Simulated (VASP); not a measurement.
# Ta (I4/mmm) in VASP: a series of runs

Runs on Ta. Level: r2SCAN. Tasks: single point.

All numbers are computed with VASP 6.6.1; they aren't measurements. Logs are shortened: lines on timing, memory, paths and dates and some standing lists are left out, and cuts for length are marked.

### Step 1. The cell of the first run

It takes space group I4/mmm (No. 139, tetragonal). The conventional cell has a = 3.303 Å, b = 3.303 Å, c = 3.352 Å, α = 90.00°, β = 90.00°, γ = 90.00°. Within 3.8 Å of Ta (site symmetry 4/mmm) lie 14 Ta at 2.87 to 3.35 Å.

### Step 2. Single point, r2SCAN (strain +0.0150 x Voigt [1, 0, 0, 0, 0, 0])

Input file POSCAR:

```
Ta
1.0
   -1.6760492000      1.6512800000      1.6512800000
    1.6760492000     -1.6512800000      1.6512800000
    1.6760492000      1.6512800000     -1.6512800000
Ta
1
Direct
    0.0000000000      0.0000000000      0.0000000000
```

Input file INCAR.step1:

```
SYSTEM = Ta
  PREC = Accurate
  ENCUT = 520
  ISMEAR = 0
  SIGMA = 0.15
  LREAL = .False.
  LASPH = .True.
  NELM = 100
  NBANDS = 12
  GGA = PE
  ALGO = Normal
  EDIFF = 1E-4
  LWAVE = .True.
  LCHARG = .False.
```

Input file INCAR.step2:

```
SYSTEM = Ta
  PREC = Accurate
  ENCUT = 520
  EDIFF = 1E-6
  ISMEAR = 0
  SIGMA = 0.15
  LREAL = .False.
  LASPH = .True.
  NELM = 100
  ALGO = Normal
  ISIF = 2
  LWAVE = .False.
  LCHARG = .True.
  METAGGA = R2SCAN
  LMIXTAU = .True.
  LELF = .True.
  LVHAR = .True.
  NBANDS = 12
  ISTART = 1
```

Input file KPOINTS:

```
Automatic mesh
0
Gamma
  20 20 20
  0 0 0
```

Potentials or basis: VASP PAW PBE potentials, release 64 (Ta_pv).

Command:

```sh
cat potpaw_PBE.64/Ta_pv/POTCAR > POTCAR
cp INCAR.step1 INCAR
mpirun -np 1 vasp_std > vasp.out
cp INCAR.step2 INCAR
mpirun -np 1 vasp_std > vasp.out
```

OUTCAR:

```text
SYSTEM = Ta
   PREC = Accurate
   ENCUT = 520
   EDIFF = 1E-6
   ISMEAR = 0
   LREAL = .False.
   LASPH = .True.
   NELM = 100
   ISIF = 2
   METAGGA = R2SCAN
   ISTART = 1

 ion  position               nearest neighbor table
   1  0.000  0.000  0.000-

  LATTYP: Found a body centered tetragonal cell.
 ALAT       =     3.3025600000
 C/A-ratio  =     1.0150000000

  Lattice vectors:

 A1 = (  -1.6760492000,   1.6512800000,  -1.6512800000)
 A2 = (  -1.6760492000,  -1.6512800000,   1.6512800000)
 A3 = (   1.6760492000,   1.6512800000,   1.6512800000)

Analysis of symmetry for initial positions (statically):
=====================================================================
 Subroutine PRICEL returns:
 Original cell was already a primitive cell.

 Routine SETGRP: Setting up the symmetry group for a
 body centered tetragonal supercell.

 Subroutine GETGRP returns: Found 16 space group operations
 (whereof 16 operations were pure point group operations)
 out of a pool of 16 trial point group operations.

The static configuration has the point symmetry D_4h.

Analysis of symmetry for dynamics (positions and initial velocities):
=====================================================================
 Subroutine PRICEL returns:
 Original cell was already a primitive cell.

 Routine SETGRP: Setting up the symmetry group for a
 body centered tetragonal supercell.

 Subroutine GETGRP returns: Found 16 space group operations
 (whereof 16 operations were pure point group operations)
 out of a pool of 16 trial point group operations.

The dynamic configuration has the point symmetry D_4h.

 Subroutine INISYM returns: Found 16 space group operations
 (whereof 16 operations are pure point group operations),
 and found     1 'primitive' translations

----------------------------------------------------------------------------------------

                                     Primitive cell

  volume of cell :      18.2805

  direct lattice vectors                    reciprocal lattice vectors
    -1.676049200  1.651280000  1.651280000     0.000000000  0.302795407  0.302795407
     1.676049200 -1.651280000  1.651280000     0.298320598  0.000000000  0.302795407
     1.676049200  1.651280000 -1.651280000     0.298320598  0.302795407  0.000000000

  length of vectors
     2.874472508  2.874472508  2.874472508     0.428217371  0.425064981  0.425064981

  position of ions in fractional coordinates (direct lattice)
     0.000000000  0.000000000  0.000000000

  ion indices of the primitive-cell ions
   primitive index   ion index
                 1           1

----------------------------------------------------------------------------------------

 KPOINTS: Automatic mesh

Automatic generation of k-mesh.
 Grid dimensions read from file:
 generate k-points for:   20   20   20

 Generating k-lattice:

  Cartesian coordinates                     Fractional coordinates (reciprocal lattice)
     0.000000000  0.015139770  0.015139770     0.050000000  0.000000000  0.000000000
     0.014916030  0.000000000  0.015139770    -0.000000000  0.050000000  0.000000000
     0.014916030  0.015139770  0.000000000    -0.000000000  0.000000000  0.050000000

  Length of vectors
     0.021410869  0.021253249  0.021253249

  Shift w.r.t. Gamma in fractional coordinates (k-lattice)
     0.000000000  0.000000000  0.000000000

 Subroutine IBZKPT returns following result:
 ===========================================

 Found    641 irreducible k-points:

 Following reciprocal coordinates:
            Coordinates               Weight
  0.000000  0.000000  0.000000      1.000000
  0.050000  0.000000  0.000000      4.000000
  0.100000  0.000000  0.000000      4.000000
  0.150000  0.000000  0.000000      4.000000
  0.200000  0.000000  0.000000      4.000000
  0.250000  0.000000  0.000000      4.000000
[... 16 lines left out ...]
  0.050000  0.100000 -0.000000     16.000000
  0.100000  0.100000  0.000000     16.000000
 [... further k-points ...]
   k-points           NKPTS =    641   k-points in BZ     NKDIM =    641   number of bands    NBANDS=     12
   number of dos      NEDOS =    301   number of ions     NIONS =      1
   total plane-waves  NPLWV =  13824
   dimension x,y,z NGX =    24 NGY =   24 NGZ =   24
   dimension x,y,z NGXF=    48 NGYF=   48 NGZF=   48
   ions per type =               1
   NGX,Y,Z   is equivalent  to a cutoff of  13.88, 13.88, 13.88 a.u.
   NGXF,Y,Z  is equivalent  to a cutoff of  27.76, 27.76, 27.76 a.u.
 SYSTEM =  Ta
   PREC   = accura    normal or accurate (medium, high low for compatibility)
   ISTART =      1    job   : 0-new  1-cont  2-samecut
   ICHARG =      0    charge: 1-file 2-atom 10-const
   ISPIN  =      1    spin polarized calculation?
   LNONCOLLINEAR =      F non collinear calculations
   LSORBIT =      F    spin-orbit coupling
   LASPH  =      T    aspherical Exc in radial PAW
   ENCUT  =  520.0 eV  38.22 Ry    6.18 a.u.   5.34  5.34  5.34*2*pi/ulx,y,z
   NELM   =    100;   NELMIN=  2; NELMDL=  0     # of ELM steps
   EDIFF  = 0.1E-05   stopping-criterion for ELM
   LREAL  =      F    real-space projection
   EDIFFG = 0.1E-04   stopping-criterion for IOM
   NSW    =      0    number of steps for IOM
   IBRION =     -1    ionic relax: 0-MD 1-quasi-New 2-CG
   NFREE  =      0    steps in history (QN), initial steepest desc. (CG)
   ISIF   =      2    stress and relaxation
   ISYM   =      2    0-nonsym 1-usesym 2-fastsym
   POTIM  = 0.5000    time-step for ionic-motion
   TEBEG  =    0.0;   TEEND  =   0.0 temperature during run
   PSTRESS=    0.0 pullay stress
   NELECT =      11.0000    total number of electrons
   NUPDOWN=      -1.0000    fix difference up-down
   EMIN   =  10.00;   EMAX   =-10.00  energy-range for DOS
   EFERMI =   0.00;   METHOD = LEGACY
   ISMEAR =     0;   SIGMA  =   0.15  broadening in eV -4-tet -1-fermi 0-gaus
   EFERMI_NEDOS =   21; number of points for ismear=-14 and -15
   IALGO  =     38    algorithm
   IMIX   =      4    mixing-type and parameters
     AMIX     =   0.40;   BMIX     =  1.00
     AMIX_MAG =   1.60;   BMIX_MAG =  1.00
  volume/ion in A,a.u.               =      18.28       123.36
  Fermi-wavevector in a.u.,A,eV,Ry     =   1.382111  2.611811 25.990277  1.910231
  Thomas-Fermi vector in A             =   2.506833
   LORBIT       =      0    0 simple, 1 ext, 2 COOP (PROOUT), +10 PAW based schemes
   METAGGA = R2SCAN    functional components
   LHFCALC =     F    Hartree Fock is set to
   AEXX    =    0.0000 exact exchange contribution
   IVDW    =     0    specifies the selected vdW correction
   LEPSILON=     F    determine dielectric tensor
   LRPA    =     F    only Hartree local field effects (RPA)
 non-spin polarized calculation
 Gauss-broadening in eV      SIGMA  =   0.15
  energy-cutoff  :      520.00
  volume of cell :       18.28
 maximum number of plane-waves:       504
 NGX is ok and might be reduce to    24
   NGX = 11   NGY = 11   NGZ = 11

 number of electron      11.0000001 magnetization

 Free energy of the ion-electron system (eV)
  ---------------------------------------------------
  ext. energy  EPLUGINS =         0.00000000
  ---------------------------------------------------
  free energy    TOTEN  =       -48.58511268 eV

  energy without entropy =      -48.57118131  energy(sigma->0) =      -48.57814699

 E-fermi :   5.2016     XC(G=0): -13.6856

 val. band max:        5.1925804341   @ k =   0.2500  -0.2000   0.0500
 cond. band min:       5.2047302863   @ k =   0.1500   0.5000  -0.0000
 fundamental gap:      0.0121498522
 Fermi energy:         5.2015946127

 k-point     1 :       0.0000    0.0000    0.0000
  band No.  band energies     occupation
      1     -29.0809      2.00000
      2     -29.0778      2.00000
      3     -29.0778      2.00000
      4      -3.0663      2.00000
      5       5.9826      0.00000
      6       5.9826      0.00000
      7       6.1821      0.00000
      8       9.3462      0.00000
      9       9.6146      0.00000
     10      17.2459      0.00000
     11      20.7228      0.00000
     12      21.0108      0.00000

 k-point     2 :       0.0500    0.0000    0.0000
  band No.  band energies     occupation
      1     -29.1091      2.00000
      2     -29.0907      2.00000
      3     -29.0782      2.00000
      4      -2.9499      2.00000
      5       5.9033      0.00000
      6       6.0947      0.00000
      7       6.1556      0.00000
      8       9.3495      0.00000
      9       9.4861      0.00000
     10      17.2458      0.00000
     11      20.9299      0.00000
     12      21.1139      0.00000

 k-point     3 :       0.1000    0.0000    0.0000
  band No.  band energies     occupation
      1     -29.1992      2.00000
      2     -29.1190      2.00000
      3     -29.0793      2.00000
      4      -2.6101      2.00000
      5       5.6816      0.00001
      6       6.0532      0.00000
      7       6.4284      0.00000
      8       9.1986      0.00000
      9       9.3648      0.00000
     10      17.2457      0.00000
     11      21.3815      0.00000
     12      21.5334      0.00000

 k-point     4 :       0.1500    0.0000    0.0000
  band No.  band energies     occupation
      1     -29.3371      2.00000
      2     -29.1629      2.00000
      3     -29.0812      2.00000
      4      -2.0757      2.00000
      5       5.3586      0.13876
      6       5.8307      0.00000
      7       6.9749      0.00000
      8       8.9554      0.00000
      9       9.4046      0.00000
     10      17.2456      0.00000
     11      21.6602      0.00000
     12      22.4871      0.00000

 k-point     5 :       0.2000    0.0000    0.0000
  band No.  band energies     occupation
      1     -29.5068      2.00000
      2     -29.2176      2.00000
      3     -29.0835      2.00000
      4      -1.3995      2.00000
      5       4.9839      1.95984
      6       5.5023      0.00458
      7       7.7194      0.00000
      8       8.8927      0.00000
      9       9.4839      0.00000
     10      17.2454      0.00000
     11      21.6414      0.00000
     12      23.3716      0.00000
[... 228 lines left out ...]
      1     -30.2362      2.00000
      2     -29.4734      2.00000
      3     -29.1064      2.00000
      4       0.8056      2.00000
      5       3.5791      2.00000
      6       6.4668      0.00000
      7       9.4747      0.00000
      8      10.5301      0.00000
      9      13.1801      0.00000
     10      17.1813      0.00000
     11      17.4047      0.00000
     12      17.8596      0.00000

 k-point    22 :       0.0000    0.1000   -0.0000
  band No.  band energies     occupation
      1     -29.2010      2.00000
      2     -29.1145      2.00000
      3     -29.0796      2.00000
      4      -2.6172      2.00000
      5       5.7867      0.00000
      6       5.8788      0.00000
      7       6.5333      0.00000
      8       8.9836      0.00000
      9       9.5591      0.00000
     10      17.2457      0.00000
     11      21.2211      0.00000
     12      21.7981      0.00000

 k-point    23 :       0.0500    0.1000   -0.0000
  band No.  band energies     occupation
      1     -29.2866      2.00000
      2     -29.1300      2.00000
      3     -29.0910      2.00000
      4      -2.2905      2.00000
      5       5.6204      0.00008
      6       5.7396      0.00000
      7       6.8508      0.00000
      8       8.8345      0.00000
      9       9.5407      0.00000
     10      17.2456      0.00000
     11      21.4855      0.00000
     12      22.3323      0.00000

 k-point    24 :       0.1000    0.1000    0.0000
  band No.  band energies     occupation
      1     -29.4130      2.00000
      2     -29.1583      2.00000
      3     -29.1095      2.00000
      4      -1.7735      2.00000
      5       5.3258      0.24148
      6       5.5169      0.00295
      7       7.4012      0.00000
      8       8.6180      0.00000
      9       9.6463      0.00000
     10      17.2455      0.00000
     11      21.9392      0.00000
     12      22.7450      0.00000

 [... further k-points ...]

------------------------ aborting loop because EDIFF is reached ----------------------------------------

  FORCE on cell =-STRESS in cart. coord.  units (eV):
  Direction    XX          YY          ZZ          XY          YZ          ZX
  --------------------------------------------------------------------------------------
  -------------------------------------------------------------------------------------
  Total       -0.3467795     -0.1506732     -0.1506732      0.0000000      0.0000000      0.0000000
  in kB      -30.3931526    -13.2056112    -13.2056112      0.0000000      0.0000000      0.0000000
  external PRESSURE =     -18.9347917 kB  Pullay stress =       0.0000000 kB

 VOLUME and BASIS-vectors are now :
 -----------------------------------------------------------------------------
  energy-cutoff  :      520.00
  volume of cell :       18.28
      direct lattice vectors                 reciprocal lattice vectors
    -1.676049200  1.651280000  1.651280000     0.000000000  0.302795407  0.302795407
     1.676049200 -1.651280000  1.651280000     0.298320598  0.000000000  0.302795407
     1.676049200  1.651280000 -1.651280000     0.298320598  0.302795407  0.000000000

 POSITION                                       TOTAL-FORCE (eV/Angst)
 -----------------------------------------------------------------------------------
      0.00000      0.00000      0.00000         0.000000      0.000000      0.000000
 -----------------------------------------------------------------------------------
    total drift:                                0.000000      0.000000     -0.000000

  FREE ENERGIE OF THE ION-ELECTRON SYSTEM (eV)
  ---------------------------------------------------
  free  energy   TOTEN  =       -48.5851126758 eV

  energy  without entropy=      -48.5711813074  energy(sigma->0) =      -48.57814699
```

Wall time 2.3 min (1 thread of Intel Xeon 6975P-C (Granite Rapids), shared host); peak memory 0.26 GiB.

What came out:

```
Free energy            : -48.5851 eV
Pressure               : -1.9 GPa
Band gap on the k mesh : zero (an odd number of electrons rules out a gap without spin polarisation)
```

Caveat: the cell differs from its parent crystal (strain +0.0150 x Voigt [1, 0, 0, 0, 0, 0]); the PAW data sets were made with another functional, which shifts forces and pressure a little; spin-orbit coupling is left out, which moves the levels of the heavy elements.

### Step 3. Single point, r2SCAN (strain +0.0300 x Voigt [1, 0, 0, 0, 0, 0])

Input file POSCAR:

```
Ta
1.0
   -1.7008184000      1.6512800000      1.6512800000
    1.7008184000     -1.6512800000      1.6512800000
    1.7008184000      1.6512800000     -1.6512800000
Ta
1
Direct
    0.0000000000      0.0000000000      0.0000000000
```

Input file INCAR.step1:

```
PREC = Accurate ; ENCUT = 520
ISMEAR = 0 ; SIGMA = 0.15
LREAL = F ; LASPH = T
NELM = 60 ; NBANDS = 12
GGA = PE ; ALGO = Normal
EDIFF = 1E-4 ; LWAVE = T
LCHARG = F
```

Input file INCAR.step2:

```
PREC = Accurate ; ENCUT = 520
EDIFF = 1E-7 ; ISMEAR = 0
SIGMA = 0.15 ; LREAL = F
LASPH = T ; NELM = 60
ALGO = Normal ; ISIF = 2
LWAVE = F ; LCHARG = F
METAGGA = R2SCAN ; LMIXTAU = T
NBANDS = 12 ; ISTART = 1
```

Input file KPOINTS:

```
regular mesh
0
Gamma
  20 20 20
```

Potentials or basis: VASP PAW PBE potentials, release 64 (Ta_pv).

Command:

```sh
cat potpaw_PBE.64/Ta_pv/POTCAR > POTCAR
cp INCAR.step1 INCAR
mpirun -np 1 vasp_std > vasp.out
cp INCAR.step2 INCAR
mpirun -np 1 vasp_std > vasp.out
```

OUTCAR:

```text
PREC = Accurate
   ENCUT = 520
   EDIFF = 1E-7
   ISMEAR = 0
   LREAL = F
   LASPH = T
   NELM = 60
   ISIF = 2
   METAGGA = R2SCAN
   ISTART = 1

 ion  position               nearest neighbor table
   1  0.000  0.000  0.000-

  LATTYP: Found a body centered tetragonal cell.
 ALAT       =     3.3025600000
 C/A-ratio  =     1.0300000000

  Lattice vectors:

 A1 = (  -1.7008184000,   1.6512800000,  -1.6512800000)
 A2 = (  -1.7008184000,  -1.6512800000,   1.6512800000)
 A3 = (   1.7008184000,   1.6512800000,   1.6512800000)

Analysis of symmetry for initial positions (statically):
=====================================================================
 Subroutine PRICEL returns:
 Original cell was already a primitive cell.

 Routine SETGRP: Setting up the symmetry group for a
 body centered tetragonal supercell.

 Subroutine GETGRP returns: Found 16 space group operations
 (whereof 16 operations were pure point group operations)
 out of a pool of 16 trial point group operations.

The static configuration has the point symmetry D_4h.

[... 167 lines left out ...]
  band No.  band energies     occupation
      1     -29.2604      2.00000
      2     -29.2550      2.00000
      3     -29.2550      2.00000
      4      -3.1254      2.00000
      5       5.8092      0.00000
      6       5.8092      0.00000
      7       6.1947      0.00000
      8       9.0461      0.00000
      9       9.5622      0.00000
     10      17.0593      0.00000
     11      20.3617      0.00000
     12      20.9230      0.00000
[... 331 lines left out ...]
 k-point    24 :       0.1000    0.1000    0.0000
  band No.  band energies     occupation
      1     -29.5750      2.00000
      2     -29.3328      2.00000
      3     -29.2873      2.00000
      4      -1.8470      2.00000
      5       5.1609      0.51207
      6       5.4699      0.00036
      7       7.2439      0.00000
      8       8.4862      0.00000
      9       9.4654      0.00000
     10      17.0589      0.00000
     11      21.7298      0.00000
     12      22.5129      0.00000

 [... further k-points ...]

------------------------ aborting loop because EDIFF is reached ----------------------------------------

  FORCE on cell =-STRESS in cart. coord.  units (eV):
  Direction    XX          YY          ZZ          XY          YZ          ZX
  --------------------------------------------------------------------------------------
  -------------------------------------------------------------------------------------
  Total       -0.7738491     -0.4139348     -0.4139348      0.0000000      0.0000000     -0.0000000
  in kB      -66.8355474    -35.7505885    -35.7505885      0.0000000      0.0000000     -0.0000000
  external PRESSURE =     -46.1122415 kB  Pullay stress =       0.0000000 kB

 VOLUME and BASIS-vectors are now :
 -----------------------------------------------------------------------------
  energy-cutoff  :      520.00
  volume of cell :       18.55
      direct lattice vectors                 reciprocal lattice vectors
    -1.700818400  1.651280000  1.651280000     0.000000000  0.302795407  0.302795407
     1.700818400 -1.651280000  1.651280000     0.293976123  0.000000000  0.302795407
     1.700818400  1.651280000 -1.651280000     0.293976123  0.302795407  0.000000000

 POSITION                                       TOTAL-FORCE (eV/Angst)
 -----------------------------------------------------------------------------------
      0.00000      0.00000      0.00000         0.000000      0.000000      0.000000
 -----------------------------------------------------------------------------------
    total drift:                                0.000000      0.000000      0.000000

  FREE ENERGIE OF THE ION-ELECTRON SYSTEM (eV)
  ---------------------------------------------------
  free  energy   TOTEN  =       -48.5769035867 eV

  energy  without entropy=      -48.5625347816  energy(sigma->0) =      -48.56971918
```

It took 2.6 min on 1 thread of Intel Xeon 6975P-C (Granite Rapids), shared host; peak memory 0.26 GiB.

Results:

```
Free energy            : -48.5769 eV
Pressure               : -4.6 GPa
Band gap on the k mesh : zero (an odd number of electrons rules out a gap without spin polarisation)
```

Stress tensor (GPa, compression positive):
```
-6.68  0.00  0.00
 0.00 -3.58  0.00
 0.00  0.00 -3.58
```

Caveat: the cell differs from its parent crystal (strain +0.0300 x Voigt [1, 0, 0, 0, 0, 0]); the cell stands under tension; the PAW data sets were made with another functional, which shifts forces and pressure a little; spin-orbit coupling is left out, which moves the levels of the heavy elements.
